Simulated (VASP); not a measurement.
# ZnSe (F-43m) in VASP: notebook

ZnSe is run at these levels: LDA; tasks: single point.

All numbers are computed with VASP 6.6.1; they aren't measurements. Logs are shortened: lines on timing, memory, paths and dates and some standing lists are left out, and cuts for length are marked.

## (1) The cell of the first run

Symmetry: F-43m, No. 216, cubic system. Conventional cell: a = 5.668 Å, b = 5.668 Å, c = 5.668 Å, α = 90.00°, β = 90.00°, γ = 90.00°. Within 3.2 Å of Zn (site symmetry -43m) lie 4 Se at 2.45 Å. Se (site symmetry -43m) has 4 Zn at 2.45 Å within 3.2 Å.

## (2) Single point, LDA

INCAR

```
SYSTEM = ZnSe
ALGO = Normal
EDIFF = 1E-6
ENCUT = 500
GGA_COMPAT = .FALSE.
ISIF = 2
ISMEAR = 0
LASPH = .TRUE.
LCHARG = .FALSE.
LREAL = .FALSE.
LWAVE = .FALSE.
NBANDS = 16
NELM = 120
PREC = Accurate
SIGMA = 0.1
```

KPOINTS

```
k-points
0
G
  6 6 6
  0 0 0
```

POSCAR

```
ZnSe
1.0
    0.0000000000      2.8340000000      2.8340000000
    2.8340000000      0.0000000000      2.8340000000
    2.8340000000      2.8340000000      0.0000000000
Zn Se
1 1
Direct
    0.0000000000      0.0000000000      0.0000000000
    0.2500000000      0.2500000000      0.2500000000
```

Potentials or basis: VASP PAW LDA potentials, release 64 (Zn, Se).

Launch:

```sh
> cat potpaw_LDA.64/Zn/POTCAR potpaw_LDA.64/Se/POTCAR > POTCAR
> mpirun -np 1 vasp_std > vasp.out
```

OUTCAR:

```text
SYSTEM = ZnSe
   EDIFF = 1E-6
   ENCUT = 500
   ISIF = 2
   ISMEAR = 0
   LASPH = .TRUE.
   LREAL = .FALSE.
   NELM = 120
   PREC = Accurate

 ion  position               nearest neighbor table
   1  0.000  0.000  0.000-   2 2.45   2 2.45   2 2.45   2 2.45
   2  0.250  0.250  0.250-   1 2.45   1 2.45   1 2.45   1 2.45

  LATTYP: Found a face centered cubic cell.
 ALAT       =     5.6680000000

  Lattice vectors:

 A1 = (   0.0000000000,   2.8340000000,   2.8340000000)
 A2 = (   2.8340000000,   0.0000000000,   2.8340000000)
 A3 = (   2.8340000000,   2.8340000000,   0.0000000000)

Analysis of symmetry for initial positions (statically):
=====================================================================
 Subroutine PRICEL returns:
 Original cell was already a primitive cell.

 Routine SETGRP: Setting up the symmetry group for a
 face centered cubic supercell.

 Subroutine GETGRP returns: Found 24 space group operations
 (whereof 24 operations were pure point group operations)
 out of a pool of 48 trial point group operations.

The static configuration has the point symmetry T_d .

Analysis of symmetry for dynamics (positions and initial velocities):
=====================================================================
 Subroutine PRICEL returns:
 Original cell was already a primitive cell.

 Routine SETGRP: Setting up the symmetry group for a
 face centered cubic supercell.

 Subroutine GETGRP returns: Found 24 space group operations
 (whereof 24 operations were pure point group operations)
 out of a pool of 48 trial point group operations.

The dynamic configuration has the point symmetry T_d .

 Subroutine INISYM returns: Found 24 space group operations
 (whereof 24 operations are pure point group operations),
 and found     1 'primitive' translations

----------------------------------------------------------------------------------------

                                     Primitive cell

  volume of cell :      45.5229

  direct lattice vectors                    reciprocal lattice vectors
     0.000000000  2.834000000  2.834000000    -0.176429076  0.176429076  0.176429076
     2.834000000  0.000000000  2.834000000     0.176429076 -0.176429076  0.176429076
     2.834000000  2.834000000  0.000000000     0.176429076  0.176429076 -0.176429076

  length of vectors
     4.007881236  4.007881236  4.007881236     0.305584123  0.305584123  0.305584123

  position of ions in fractional coordinates (direct lattice)
     0.000000000  0.000000000  0.000000000
     0.250000000  0.250000000  0.250000000

  ion indices of the primitive-cell ions
   primitive index   ion index
                 1           1
                 2           2

----------------------------------------------------------------------------------------

 KPOINTS: k-points

Automatic generation of k-mesh.
 Grid dimensions read from file:
 generate k-points for:    6    6    6

 Generating k-lattice:

  Cartesian coordinates                     Fractional coordinates (reciprocal lattice)
    -0.029404846  0.029404846  0.029404846     0.166666667  0.000000000  0.000000000
     0.029404846 -0.029404846  0.029404846     0.000000000  0.166666667  0.000000000
     0.029404846  0.029404846 -0.029404846     0.000000000  0.000000000  0.166666667

  Length of vectors
     0.050930687  0.050930687  0.050930687

  Shift w.r.t. Gamma in fractional coordinates (k-lattice)
     0.000000000  0.000000000  0.000000000

 Subroutine IBZKPT returns following result:
 ===========================================

 Found     16 irreducible k-points:

 Following reciprocal coordinates:
            Coordinates               Weight
  0.000000  0.000000  0.000000      1.000000
  0.166667  0.000000  0.000000      8.000000
  0.333333  0.000000  0.000000      8.000000
  0.500000  0.000000  0.000000      4.000000
  0.166667  0.166667  0.000000      6.000000
  0.333333  0.166667  0.000000     24.000000
[... 8 lines left out ...]
 -0.333333  0.333333  0.166667     24.000000
 -0.333333  0.500000  0.166667     12.000000
   k-points           NKPTS =     16   k-points in BZ     NKDIM =     16   number of bands    NBANDS=     16
   number of dos      NEDOS =    301   number of ions     NIONS =      2
   total plane-waves  NPLWV =  27000
   dimension x,y,z NGX =    30 NGY =   30 NGZ =   30
   dimension x,y,z NGXF=    60 NGYF=   60 NGZF=   60
   ions per type =               1   1
   NGX,Y,Z   is equivalent  to a cutoff of  12.44, 12.44, 12.44 a.u.
   NGXF,Y,Z  is equivalent  to a cutoff of  24.89, 24.89, 24.89 a.u.
 SYSTEM =  ZnSe
   PREC   = accura    normal or accurate (medium, high low for compatibility)
   ISTART =      0    job   : 0-new  1-cont  2-samecut
   ICHARG =      2    charge: 1-file 2-atom 10-const
   ISPIN  =      1    spin polarized calculation?
   LNONCOLLINEAR =      F non collinear calculations
   LSORBIT =      F    spin-orbit coupling
   LASPH  =      T    aspherical Exc in radial PAW
   ENCUT  =  500.0 eV  36.75 Ry    6.06 a.u.   7.31  7.31  7.31*2*pi/ulx,y,z
   NELM   =    120;   NELMIN=  2; NELMDL= -5     # of ELM steps
   EDIFF  = 0.1E-05   stopping-criterion for ELM
   LREAL  =      F    real-space projection
   EDIFFG = 0.1E-04   stopping-criterion for IOM
   NSW    =      0    number of steps for IOM
   IBRION =     -1    ionic relax: 0-MD 1-quasi-New 2-CG
   NFREE  =      0    steps in history (QN), initial steepest desc. (CG)
   ISIF   =      2    stress and relaxation
   ISYM   =      2    0-nonsym 1-usesym 2-fastsym
   POTIM  = 0.5000    time-step for ionic-motion
   TEBEG  =    0.0;   TEEND  =   0.0 temperature during run
   PSTRESS=    0.0 pullay stress
   NELECT =      18.0000    total number of electrons
   NUPDOWN=      -1.0000    fix difference up-down
   EMIN   =  10.00;   EMAX   =-10.00  energy-range for DOS
   EFERMI =   0.00;   METHOD = LEGACY
   ISMEAR =     0;   SIGMA  =   0.10  broadening in eV -4-tet -1-fermi 0-gaus
   EFERMI_NEDOS =   21; number of points for ismear=-14 and -15
   IALGO  =     38    algorithm
   IMIX   =      4    mixing-type and parameters
     AMIX     =   0.40;   BMIX     =  1.00
     AMIX_MAG =   1.60;   BMIX_MAG =  1.00
  volume/ion in A,a.u.               =      22.76       153.60
  Fermi-wavevector in a.u.,A,eV,Ry     =   1.201589  2.270673 19.644300  1.443815
  Thomas-Fermi vector in A             =   2.337393
   LORBIT       =      0    0 simple, 1 ext, 2 COOP (PROOUT), +10 PAW based schemes
   GGA     = CA    functional components
   LHFCALC =     F    Hartree Fock is set to
   AEXX    =    0.0000 exact exchange contribution
   IVDW    =     0    specifies the selected vdW correction
   LEPSILON=     F    determine dielectric tensor
   LRPA    =     F    only Hartree local field effects (RPA)
 non-spin polarized calculation
 Gauss-broadening in eV      SIGMA  =   0.10
  energy-cutoff  :      500.00
  volume of cell :       45.52
 maximum number of plane-waves:      1173
 NGX is ok and might be reduce to    30
   NGX = 15   NGY = 15   NGZ = 15

 number of electron      18.0000011 magnetization

 Free energy of the ion-electron system (eV)
  ---------------------------------------------------
  ext. energy  EPLUGINS =         0.00000000
  ---------------------------------------------------
  free energy    TOTEN  =        -7.34412701 eV

  energy without entropy =       -7.34412701  energy(sigma->0) =       -7.34412701

 E-fermi :   1.9291     XC(G=0):  -9.6970

 val. band max:        1.5096065270   @ k =   0.0000   0.0000   0.0000
 cond. band min:       2.5748117690   @ k =   0.0000   0.0000   0.0000
 fundamental gap:      1.0652052420
 Fermi energy:         1.9290901796

 k-point     1 :       0.0000    0.0000    0.0000
  band No.  band energies     occupation
      1     -11.7784      2.00000
      2      -5.1703      2.00000
      3      -5.1703      2.00000
      4      -5.1703      2.00000
      5      -4.8116      2.00000
      6      -4.8116      2.00000
[... 8 lines left out ...]
     15      12.9814      0.00000
     16      12.9814      0.00000

 k-point     2 :       0.1667    0.0000    0.0000
  band No.  band energies     occupation
      1     -11.6029      2.00000
      2      -5.1534      2.00000
      3      -5.1442      2.00000
      4      -5.1442      2.00000
      5      -4.8134      2.00000
      6      -4.8134      2.00000
[... 8 lines left out ...]
     15      11.9150      0.00000
     16      12.2708      0.00000

 k-point     3 :       0.3333    0.0000    0.0000
  band No.  band energies     occupation
      1     -11.2089      2.00000
      2      -5.1006      2.00000
      3      -5.1006      2.00000
      4      -4.9981      2.00000
      5      -4.8054      2.00000
      6      -4.8054      2.00000
[... 8 lines left out ...]
     15      12.4951      0.00000
     16      12.4951      0.00000

 k-point     4 :       0.5000    0.0000    0.0000
  band No.  band energies     occupation
      1     -10.9840      2.00000
      2      -5.0849      2.00000
      3      -5.0849      2.00000
      4      -4.7937      2.00000
      5      -4.7937      2.00000
      6      -4.6517      2.00000
[... 8 lines left out ...]
     15      14.5534      0.00000
     16      14.5534      0.00000
[... 172 lines left out ...]
 k-point    14 :       0.5000    0.3333    0.1667
  band No.  band energies     occupation
      1     -10.9356      2.00000
      2      -5.0773      2.00000
      3      -5.0358      2.00000
      4      -4.9350      2.00000
      5      -4.7956      2.00000
      6      -4.7419      2.00000
[... 8 lines left out ...]
     15      14.2506      0.00000
     16      15.7338      0.00000

 k-point    15 :      -0.3333    0.3333    0.1667
  band No.  band energies     occupation
      1     -10.7821      2.00000
      2      -5.0596      2.00000
      3      -5.0072      2.00000
      4      -4.8474      2.00000
      5      -4.8169      2.00000
      6      -4.5644      2.00000
[... 8 lines left out ...]
     15      14.4228      0.00000
     16      15.4802      0.00000

 k-point    16 :      -0.3333    0.5000    0.1667
  band No.  band energies     occupation
      1     -10.7110      2.00000
      2      -5.0726      2.00000
      3      -4.9612      2.00000
      4      -4.8885      2.00000
      5      -4.7973      2.00000
      6      -4.5379      2.00000
[... 8 lines left out ...]
     15      15.2237      0.00000
     16      15.5327      0.00000

------------------------ aborting loop because EDIFF is reached ----------------------------------------

  FORCE on cell =-STRESS in cart. coord.  units (eV):
  Direction    XX          YY          ZZ          XY          YZ          ZX
  --------------------------------------------------------------------------------------
  -------------------------------------------------------------------------------------
  Total       -0.8770268     -0.8770268     -0.8770268      0.0000000      0.0000000     -0.0000000
  in kB      -30.8669623    -30.8669623    -30.8669623      0.0000000      0.0000000     -0.0000000
  external PRESSURE =     -30.8669623 kB  Pullay stress =       0.0000000 kB

 VOLUME and BASIS-vectors are now :
 -----------------------------------------------------------------------------
  energy-cutoff  :      500.00
  volume of cell :       45.52
      direct lattice vectors                 reciprocal lattice vectors
     0.000000000  2.834000000  2.834000000    -0.176429076  0.176429076  0.176429076
     2.834000000  0.000000000  2.834000000     0.176429076 -0.176429076  0.176429076
     2.834000000  2.834000000  0.000000000     0.176429076  0.176429076 -0.176429076

 POSITION                                       TOTAL-FORCE (eV/Angst)
 -----------------------------------------------------------------------------------
      0.00000      0.00000      0.00000         0.000000      0.000000      0.000000
      1.41700      1.41700      1.41700        -0.000000     -0.000000     -0.000000
 -----------------------------------------------------------------------------------
    total drift:                               -0.000001     -0.000001     -0.000001

  FREE ENERGIE OF THE ION-ELECTRON SYSTEM (eV)
  ---------------------------------------------------
  free  energy   TOTEN  =        -7.3441270076 eV

  energy  without entropy=       -7.3441270076  energy(sigma->0) =       -7.34412701
```

Wall time 9.1 s (1 thread of Intel Xeon Platinum 8488C (Sapphire Rapids), shared host); peak memory 0.15 GiB.

Results:

```yaml
Free_energy: -7.3441 eV
Pressure: -3.1 GPa
Band_gap_on_the_k_mesh: 1.07 eV
```

Levels at points of the mesh, in eV from the valence-band top:
| k point | band 5 | band 6 | band 7 | band 8 | band 9 | band 10 | band 11 | band 12 | band 13 | band 14 |
| --- | --- | --- | --- | --- | --- | --- | --- | --- | --- | --- |
| (0.00, 0.00, 0.00) | -6.32 | -6.32 | 0.00 | 0.00 | 0.00 | 1.07 | 5.70 | 5.70 | 5.70 | 9.64 |
| (0.50, 0.00, 0.00) | -6.30 | -6.16 | -5.29 | -0.87 | -0.87 | 2.37 | 6.28 | 6.28 | 8.35 | 10.72 |
| (0.50, 0.50, 0.00) | -6.27 | -6.14 | -4.83 | -2.20 | -2.20 | 2.80 | 3.32 | 10.51 | 11.08 | 11.08 |

Caveat: the cell stands under tension.

## (3) Single point, LDA

This run uses another cell than the first one, of 21.57 Å³/atom.

INCAR

```
SYSTEM = ZnSe
PREC = Accurate
ENCUT = 500
EDIFF = 1E-6
ISMEAR = 0
SIGMA = 0.02
LREAL = .FALSE.
LASPH = .TRUE.
NELM = 120
ALGO = Normal
ISIF = 2
LWAVE = .FALSE.
LCHARG = .FALSE.
NBANDS = 16
GGA_COMPAT = .FALSE.
```

KPOINTS

```
Automatic mesh
0
G
  8 8 8
  0 0 0
```

POSCAR

```
ZnSe
1.0
    0.0000000000      2.7836763814      2.7836763814
    2.7836763814      0.0000000000      2.7836763814
    2.7836763814      2.7836763814      0.0000000000
Zn Se
1 1
Direct
    0.0000000000      0.0000000000      0.0000000000
    0.2500000000      0.2500000000      0.2500000000
```

Potentials or basis: VASP PAW LDA potentials, release 64 (Zn, Se).

Launch:

```sh
> cat potpaw_LDA.64/Zn/POTCAR potpaw_LDA.64/Se/POTCAR > POTCAR
> mpirun -np 1 vasp_std > vasp.out
```

Run time: 17 s. Hardware: 1 thread of Intel Xeon Platinum 8488C (Sapphire Rapids), shared host; peak memory 0.15 GiB.

It converged, with:

```
Free energy            : -7.3717 eV
Pressure               : 0.4 GPa
Band gap on the k mesh : 1.29 eV
```

Levels at points of the mesh, in eV from the valence-band top:
```tsv
k point	band 7	band 8	band 9	band 10	band 11	band 12
(0.00, 0.00, 0.00)	0.00	0.00	0.00	1.29	5.68	5.68
(0.50, 0.00, 0.00)	-5.64	-0.96	-0.96	2.47	6.27	6.27
(0.50, 0.50, 0.00)	-5.07	-2.40	-2.40	2.69	3.31	10.93
```
